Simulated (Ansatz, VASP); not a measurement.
TiAl in VASP and in Ansatz

Contents of INCAR:

```
  PREC = Accurate
  ENCUT = 520
  EDIFF = 1E-7
  ISMEAR = 0
  SIGMA = 0.15
  LREAL = False
  LASPH = True
  NELM = 60
  ALGO = Fast
  ISIF = 2
  LWAVE = False
  LCHARG = True
  GGA = PS
  LELF = True
  LVHAR = True
  NBANDS = 14
```

Contents of KPOINTS:

```
regular mesh
0
Gamma
  20 20 20
```

Contents of POSCAR:

```
TiAl
1.0
    3.1564740774      0.0000000000      0.0000000000
    0.0000000000      3.1564740774      0.0000000000
    0.0000000000      0.0000000000      3.1091269662
Ti Al
1 1
Direct
    0.0000000000      0.0000000000      0.0000000000
    0.5000000000      0.5000000000      0.5000000000
```

Input for Ansatz:

```yaml
crystal:
  lattice:
    - [3.1564740774, 0.0, 0.0]
    - [0.0, 3.1564740774, 0.0]
    - [0.0, 0.0, 3.1091269662]
  atoms:
    - { symbol: Ti, position: [0.0, 0.0, 0.0] }
    - { symbol: Al, position: [0.5, 0.5, 0.5] }
basis:
  ecutwfc: 420
kpoints:
  mp_grid: { grid: [20, 20, 20] }
hamiltonian:
  xc: pbesol
scf:
  occupations: { method: gaussian, width: 0.15 }
output:
  forces: true
  stress: true
  eigenvalues: true
```

Change from the starting cell: strain +0.000 along x and y, -0.015 along z, atoms carried along.

Alike in both runs: task single point; functional PBEsol; k mesh 20 × 20 × 20; occupations gaussian, width 0.15 eV; no spin polarisation.

```csv
,VASP,Ansatz
version,VASP 6.6.1,Ansatz 0.2.0
potentials or method,"VASP PAW PBE potentials, release 64 (Ti_sv, Al), cutoff 520 eV","scalar-relativistic, plane waves, PAW"
valence electrons in the cell,15,15
```

|  | VASP | Ansatz | Ansatz less VASP |
| --- | --- | --- | --- |
| gap on the k mesh at the Fermi level (eV) | none | none | - |
| pressure (GPa) | 1.9 | 1.9 | -0.05 |
| traceless stress, the component that is largest in VASP (GPa) | -0.44 | -0.44 | +0.002 |

VASP's potentials were made for PBE, not for PBEsol. A gap of «none» marks a metal or a gap that the smearing closes. With one functional, cell and mesh, what is left measures potentials, basis and numerics.
